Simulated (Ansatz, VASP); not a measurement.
Given: the input of a run of Ansatz 0.2.0 on Ge.

Contents of input.yaml:

```yaml
crystal:
  lattice:
    - [5.14897944, 0.0, 0.0]
    - [0.0, 5.14897944, 0.0]
    - [0.0, 0.0, 2.79482529]
  atoms:
    - { symbol: Ge, position: [0.0, 0.0, 0.5] }
    - { symbol: Ge, position: [0.0, 0.5, 0.75] }
    - { symbol: Ge, position: [0.5, 0.5, 0.0] }
    - { symbol: Ge, position: [0.5, 0.0, 0.25] }
hamiltonian:
  xc: lda
  pseudopotentials: { kind: paw }
kpoints:
  mp_grid: { grid: [5, 5, 9] }
scf:
  occupations: { method: gaussian, width: 0.05 }
output:
  forces: true
  stress: true
  eigenvalues: true
```

Potentials or basis: Ansatz PAW.

The run is started by

```sh
$ ansatz run input.yaml --threads 1 --pin off --max-ram 3584MiB --backend cpu --events-out ev --progress --plain --runs-dir out
```

Q: Set up the same calculation for VASP 6.6.1. Potentials there: VASP PAW LDA potentials, release 64 (Ge_d).

A: As run (the cutoff follows the program's own potentials):

The input INCAR:

```
SYSTEM = Ge
ALGO = Normal ; EDIFF = 1E-6
ENCUT = 520 ; GGA = CA
ISIF = 2 ; ISMEAR = 0
LASPH = .True. ; LCHARG = .False.
LREAL = .False. ; LWAVE = .False.
NBANDS = 36 ; NELM = 60
PREC = Accurate ; SIGMA = 0.05
```

Contents of KPOINTS:

```
k-points
0
Gamma
  5 5 9
  0 0 0
```

Contents of POSCAR:

```
Ge
1.0
    5.1489794400      0.0000000000      0.0000000000
    0.0000000000      5.1489794400      0.0000000000
    0.0000000000      0.0000000000      2.7948252900
Ge
4
Direct
    0.0000000000      0.0000000000      0.5000000000
    0.0000000000      0.5000000000      0.7500000000
    0.5000000000      0.5000000000      0.0000000000
    0.5000000000      0.0000000000      0.2500000000
```

Potentials or basis: VASP PAW LDA potentials, release 64 (Ge_d).

Launch:

```bash
$ cat potpaw_LDA.64/Ge_d/POTCAR > POTCAR
$ mpirun -np 1 vasp_std > vasp.out
```

Both were run:

|  | VASP | Ansatz | Ansatz less VASP |
| --- | --- | --- | --- |
| gap on the k mesh at the Fermi level (eV) | none | none | - |
| pressure (GPa) | -2.6 | -2.6 | -0.04 |
| traceless stress, the component that is largest in VASP (GPa) | -1.26 | -1.26 | -0.001 |

LDA's correlation is that of Perdew and Zunger in VASP and of Perdew and Wang (1992) in Ansatz. A gap of «none» marks a metal or a gap that the smearing closes.
